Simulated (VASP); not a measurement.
AlN:

```
CELL_PARAMETERS angstrom
2.58546 0.00000 0.00000
0.00000 2.58546 0.00000
0.00000 0.00000 2.58546
ATOMIC_POSITIONS crystal
Al 0.00000 0.00000 0.00000
N 0.50000 0.50000 0.50000
```

Program: VASP 6.6.1. Alike in all runs: task single point; no spin polarisation; cell as given; smearing fermi-dirac 0.02 eV. Hardware: 1 thread of Intel(R) Xeon(R) 6975P-C (Granite Rapids) (shared host).

**Question.** Order these runs on this cell by their wall time, lowest first.
A. level LDA; potentials or basis VASP PAW LDA potentials, release 64 (Al, N); k mesh 4 × 4 × 4; cutoff (eV) 600
B. level r2SCAN; potentials or basis VASP PAW PBE potentials, release 64 (Al, N); k mesh 8 × 8 × 8; cutoff (eV) 660
C. level PBE; potentials or basis VASP PAW PBE potentials, release 64 (Al, N); k mesh 8 × 8 × 8; cutoff (eV) 600

**Answer.** A (1.5 s), C (3.3 s), B (12 s).

Caveats: some runs use coarse meshes.
